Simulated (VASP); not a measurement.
# Ti (P-1) in VASP: notebook

Runs on Ti. Level: PBEsol. Tasks: single point.

Program: VASP 6.6.1. These are calculated values, not measurements. Logs are shortened: lines on timing, memory, paths and dates and some standing lists are left out, and cuts for length are marked.

## Step 1: The cell of the first run

The typed cell holds 2 atoms: a = 2.924 Å, b = 2.870 Å, c = 4.572 Å, α = 87.85°, β = 87.78°, γ = 118.33°.

## Step 2: Single point, PBEsol (atoms moved at random and the cell strained at random)

INCAR reads:

```
SYSTEM = Ti
PREC = Accurate ; ENCUT = 520
EDIFF = 1E-6 ; ISMEAR = 0
SIGMA = 0.15 ; LREAL = .False.
LASPH = .True. ; NELM = 80
ALGO = Fast ; ISIF = 2
LWAVE = .False. ; LCHARG = .True.
GGA = PS ; LELF = .True.
LVHAR = .True. ; NBANDS = 19
```

KPOINTS reads:

```
regular mesh
0
Gamma
  12 12 8
  0 0 0
```

POSCAR reads:

```
Ti
1.0
    2.9226523258      0.0570325821      0.0553030331
   -1.4119344980      2.4975249946      0.0536612693
    0.0875371036      0.1486180062      4.5689303628
Ti
2
Direct
    0.3396413827      0.6684802533      0.2535127412
    0.6603586173      0.3315197467      0.7464872588
```

Potentials or basis: VASP PAW PBE potentials, release 64 (Ti_sv).

Run with:

```sh
> cat potpaw_PBE.64/Ti_sv/POTCAR > POTCAR
> mpirun -np 1 vasp_std > vasp.out
```

OUTCAR:

```text
SYSTEM = Ti
   PREC = Accurate
   ENCUT = 520
   EDIFF = 1E-6
   ISMEAR = 0
   LREAL = .False.
   LASPH = .True.
   NELM = 80
   ISIF = 2
   GGA = PS

 ion  position               nearest neighbor table
   1  0.340  0.668  0.254-   2 2.76   2 2.77   2 2.78   2 2.84   2 2.89
   2  0.660  0.332  0.746-   1 2.76   1 2.77   1 2.78   1 2.84   1 2.89

  LATTYP: Found a triclinic cell.
 ALAT       =     2.9698326530
 B/A-ratio  =     0.9662183705
 C/A-ratio  =     1.5395429404
 COS(alpha) =     0.0375577963
 COS(beta)  =     0.0743630155
 COS(gamma) =     0.4990502588

  Lattice vectors:

 A1 = (   1.5107178278,   2.5545575767,   0.1089643024)
 A2 = (  -1.4119344980,   2.4975249946,   0.0536612693)
 A3 = (   0.0875371036,   0.1486180062,   4.5689303628)

Analysis of symmetry for initial positions (statically):
=====================================================================
 Subroutine PRICEL returns:
 Original cell was already a primitive cell.

 Routine SETGRP: Setting up the symmetry group for a
 triclinic supercell.

 Subroutine GETGRP returns: Found  2 space group operations
 (whereof  2 operations were pure point group operations)
 out of a pool of  2 trial point group operations.

The static configuration has the point symmetry S_2 .

Analysis of symmetry for dynamics (positions and initial velocities):
=====================================================================
 Subroutine PRICEL returns:
 Original cell was already a primitive cell.

 Routine SETGRP: Setting up the symmetry group for a
 triclinic supercell.

 Subroutine GETGRP returns: Found  2 space group operations
 (whereof  2 operations were pure point group operations)
 out of a pool of  2 trial point group operations.

The dynamic configuration has the point symmetry S_2 .

 Subroutine INISYM returns: Found  2 space group operations
 (whereof  2 operations are pure point group operations),
 and found     1 'primitive' translations

----------------------------------------------------------------------------------------

                                     Primitive cell

  volume of cell :      33.6716

  direct lattice vectors                    reciprocal lattice vectors
     2.922652326  0.057032582  0.055303033     0.338654406  0.191726077 -0.012724811
    -1.411934498  2.497524995  0.053661269    -0.007494705  0.396433363 -0.012751578
     0.087537104  0.148618006  4.568930363    -0.004011101 -0.006976721  0.219173397

  length of vectors
     2.923731821  2.869506867  4.572184895     0.389368227  0.396709194  0.219321092

[... 75 lines left out ...]
   LNONCOLLINEAR =      F non collinear calculations
   LSORBIT =      F    spin-orbit coupling
   LASPH  =      T    aspherical Exc in radial PAW
   ENCUT  =  520.0 eV  38.22 Ry    6.18 a.u.   5.44  5.34  8.50*2*pi/ulx,y,z
   NELM   =     80;   NELMIN=  2; NELMDL= -5     # of ELM steps
   EDIFF  = 0.1E-05   stopping-criterion for ELM
   LREAL  =      F    real-space projection
   EDIFFG = 0.1E-04   stopping-criterion for IOM
   NSW    =      0    number of steps for IOM
   IBRION =     -1    ionic relax: 0-MD 1-quasi-New 2-CG
   NFREE  =      0    steps in history (QN), initial steepest desc. (CG)
   ISIF   =      2    stress and relaxation
   ISYM   =      2    0-nonsym 1-usesym 2-fastsym
   POTIM  = 0.5000    time-step for ionic-motion
   TEBEG  =    0.0;   TEEND  =   0.0 temperature during run
   PSTRESS=    0.0 pullay stress
   NELECT =      24.0000    total number of electrons
   NUPDOWN=      -1.0000    fix difference up-down
   EMIN   =  10.00;   EMAX   =-10.00  energy-range for DOS
   EFERMI =   0.00;   METHOD = LEGACY
   ISMEAR =     0;   SIGMA  =   0.15  broadening in eV -4-tet -1-fermi 0-gaus
   EFERMI_NEDOS =   21; number of points for ismear=-14 and -15
   IALGO  =     68    algorithm
   IMIX   =      4    mixing-type and parameters
     AMIX     =   0.40;   BMIX     =  1.00
     AMIX_MAG =   1.60;   BMIX_MAG =  1.00
  volume/ion in A,a.u.               =      16.84       113.61
  Fermi-wavevector in a.u.,A,eV,Ry     =   1.462370  2.763478 29.096409  2.138526
  Thomas-Fermi vector in A             =   2.578591
   LORBIT       =      0    0 simple, 1 ext, 2 COOP (PROOUT), +10 PAW based schemes
   GGA     = PS    functional components
   LHFCALC =     F    Hartree Fock is set to
   AEXX    =    0.0000 exact exchange contribution
   IVDW    =     0    specifies the selected vdW correction
   LEPSILON=     F    determine dielectric tensor
   LRPA    =     F    only Hartree local field effects (RPA)
 non-spin polarized calculation
 RMM-DIIS sequential band-by-band and
 Gauss-broadening in eV      SIGMA  =   0.15
  energy-cutoff  :      520.00
  volume of cell :       33.67
 maximum number of plane-waves:       925
 NGX is ok and might be reduce to    24
   NGX = 11   NGY = 11   NGZ = 17

 number of electron      23.9999999 magnetization

 Free energy of the ion-electron system (eV)
  ---------------------------------------------------
  ext. energy  EPLUGINS =         0.00000000
  ---------------------------------------------------
  free energy    TOTEN  =       -16.65266558 eV

  energy without entropy =      -16.62763544  energy(sigma->0) =      -16.64015051

 E-fermi :   8.5071     XC(G=0): -11.7817

 val. band max:        8.5051900709   @ k =   0.0833   0.0000   0.2500
 cond. band min:       8.5117564152   @ k =  -0.3333   0.5000   0.1250
 fundamental gap:      0.0065663443
 Fermi energy:         8.5070653587

 k-point     1 :       0.0000    0.0000    0.0000
  band No.  band energies     occupation
      1     -48.0344      2.00000
      2     -47.8624      2.00000
      3     -24.7799      2.00000
      4     -24.0680      2.00000
      5     -24.0470      2.00000
      6     -23.9800      2.00000
[... 505 lines left out ...]
      6     -24.2426      2.00000
[... 11 lines left out ...]
     18      12.1968      0.00000
     19      12.7693      0.00000

 [... further k-points ...]
[... 5 lines left out ...]
  --------------------------------------------------------------------------------------
  -------------------------------------------------------------------------------------
  Total       -0.4104083     -0.2686867     -0.0453180     -0.4980210     -0.4736333     -0.2329411
  in kB      -19.5282213    -12.7847656     -2.1563380    -23.6970442    -22.5366213    -11.0839017
  external PRESSURE =     -11.4897750 kB  Pullay stress =       0.0000000 kB

 VOLUME and BASIS-vectors are now :
 -----------------------------------------------------------------------------
  energy-cutoff  :      520.00
  volume of cell :       33.67
      direct lattice vectors                 reciprocal lattice vectors
     2.922652326  0.057032582  0.055303033     0.338654406  0.191726077 -0.012724811
    -1.411934498  2.497524995  0.053661269    -0.007494705  0.396433363 -0.012751578
     0.087537104  0.148618006  4.568930363    -0.004011101 -0.006976721  0.219173397

 POSITION                                       TOTAL-FORCE (eV/Angst)
 -----------------------------------------------------------------------------------
      0.07100      1.72659      1.21294        -0.134231      0.002678     -0.087571
      1.52726      0.97658      3.46496         0.134231     -0.002678      0.087571
 -----------------------------------------------------------------------------------
    total drift:                                0.000000     -0.000000      0.000000

  FREE ENERGIE OF THE ION-ELECTRON SYSTEM (eV)
  ---------------------------------------------------
  free  energy   TOTEN  =       -16.6526655750 eV

  energy  without entropy=      -16.6276354394  energy(sigma->0) =      -16.64015051
```

OSZICAR:

```text
N       E                     dE             d eps       ncg     rms          rms(c)
DAV:   1     0.262719587116E+03    0.26272E+03   -0.13017E+04 22104   0.159E+03
DAV:   2     0.113261399867E+02   -0.25139E+03   -0.24732E+03 22583   0.442E+02
DAV:   3    -0.176151916398E+02   -0.28941E+02   -0.28580E+02 41035   0.124E+02
[... 28 lines left out ...]
RMM:  32    -0.166526612460E+02   -0.15820E-05   -0.19892E-05 25210   0.182E-02    0.843E-03
RMM:  33    -0.166526628223E+02   -0.15763E-05   -0.18890E-05 24939   0.166E-02    0.904E-03
RMM:  34    -0.166526638567E+02   -0.10343E-05   -0.13128E-05 24319   0.153E-02    0.964E-03
RMM:  35    -0.166526648366E+02   -0.97994E-06   -0.12287E-05 23977   0.141E-02    0.101E-02
RMM:  36    -0.166526655750E+02   -0.73840E-06   -0.93596E-06 23689   0.130E-02
   1 F= -.16652666E+02 E0= -.16640151E+02  d E =-.250301E-01
```

stdout:

```text
POSCAR found type information on POSCAR Ti
 POSCAR found :  1 types and       2 ions
 scaLAPACK will be used
 -----------------------------------------------------------------------------
|                                                                             |
|                                                                             |
|     You enforced a specific xc type in the INCAR file but a different       |
[... 28 lines left out ...]
WARNING in EDDRMM: call to ZHEGV failed, returncode =   6  3     15
WARNING in EDDRMM: call to ZHEGV failed, returncode =   8  4      6
WARNING in EDDRMM: call to ZHEGV failed, returncode =   8  4      4
WARNING in EDDRMM: call to ZHEGV failed, returncode =   6  3      9
WARNING in EDDRMM: call to ZHEGV failed, returncode =   6  3      9
WARNING in EDDRMM: call to ZHEGV failed, returncode =   6  3      9
WARNING in EDDRMM: call to ZHEGV failed, returncode =   6  3      7
```

It took 9.3 min on 1 thread of Intel Xeon Platinum 8488C (Sapphire Rapids), shared host; peak memory 0.4 GiB.

Results:

- Free energy: -16.6527 eV
- Pressure: -1.1 GPa
- Largest force: 0.160 eV/Å
- Band gap on the k mesh: zero (bands 12 and 13 overlap by 1.27 eV)

Forces in eV/Å, atoms in the order of the input:
```
Ti  -0.134  0.003 -0.088
Ti   0.134 -0.003  0.088
```

Caveat: the cell differs from its parent crystal (atoms moved at random and the cell strained at random); the PAW data sets were made with another functional, which shifts forces and pressure a little.

## Step 3: Single point, PBEsol

INCAR reads:

```
SYSTEM = Ti
PREC     = Accurate       ! precision mode
ENCUT    = 520            ! plane-wave cutoff, eV
EDIFF    = 1E-6           ! SCF threshold, eV
ISMEAR   = 0              ! smearing method
SIGMA    = 0.15           ! smearing width, eV
LREAL    = .False.        ! projectors in reciprocal space
LASPH    = .True.         ! aspherical terms in the spheres
NELM     = 100            ! most SCF steps
ALGO     = Fast           ! electronic algorithm
ISIF     = 2              ! what is computed and relaxed
LWAVE    = .False.        ! write WAVECAR
LCHARG   = .False.        ! write CHGCAR
GGA      = PS             ! functional
NBANDS   = 19             ! bands
```

KPOINTS reads:

```
Automatic mesh
0
Gamma
  12 12 8
  0 0 0
```

POSCAR reads:

```
Ti
1.0
    2.9226523258      0.0570325821      0.0553030331
   -1.4119344980      2.4975249946      0.0536612693
    0.0875371036      0.1486180062      4.5689303628
Ti
2
Direct
    0.3211717504      0.6661354385      0.2502312418
    0.6788282496      0.3338645615      0.7497687582
```

Potentials or basis: VASP PAW PBE potentials, release 64 (Ti_sv).

Run with:

```sh
> cat potpaw_PBE.64/Ti_sv/POTCAR > POTCAR
> mpirun -np 1 vasp_std > vasp.out
```

Run time: 8.7 min. Hardware: 1 thread of Intel Xeon Platinum 8488C (Sapphire Rapids), shared host; peak memory 0.39 GiB.

Results (log left out):

* Free energy: -16.6608 eV
* Pressure: -1.2 GPa
* Largest force: 0.003 eV/Å
* Band gap on the k mesh: zero (bands 12 and 13 overlap by 1.27 eV)

Forces in eV/Å, atoms in the order of the input:
```
Ti   0.002 -0.001 -0.003
Ti  -0.002  0.001  0.003
```

Stress tensor (GPa, compression positive):
```
-1.85 -1.29 -1.29
-1.29 -1.07 -2.39
-1.29 -2.39 -0.58
```

Levels at points of the mesh, in eV from the Fermi level:
```tsv
k point	band 8	band 9	band 10	band 11	band 12	band 13	band 14	band 15	band 16	band 17
(0.00, 0.00, 0.00)	-32.40	-6.23	-2.70	0.54	0.87	1.06	1.11	1.16	1.49	1.71
(0.50, 0.00, 0.00)	-32.48	-2.33	-2.20	-1.77	-0.71	0.37	0.66	1.30	3.42	3.69
(0.00, 0.50, 0.00)	-32.51	-2.35	-2.20	-1.88	-0.54	0.34	0.74	1.49	3.48	3.67
(0.50, 0.50, 0.00)	-32.51	-2.39	-2.21	-1.95	-0.41	0.16	0.98	1.65	3.57	3.71
(0.00, 0.00, 0.50)	-32.46	-4.30	-4.30	0.08	0.09	0.62	0.67	0.90	0.91	2.62
(0.50, 0.00, 0.50)	-32.54	-2.68	-2.59	-0.86	-0.67	0.94	1.68	1.91	2.00	3.49
(0.00, 0.50, 0.50)	-32.55	-2.62	-2.54	-0.86	-0.69	1.12	1.71	1.85	1.89	3.47
(0.50, 0.50, 0.50)	-32.62	-2.53	-2.53	-0.83	-0.77	1.56	1.58	1.65	1.74	3.64
```

Caveat: the PAW data sets were made with another functional, which shifts forces and pressure a little.
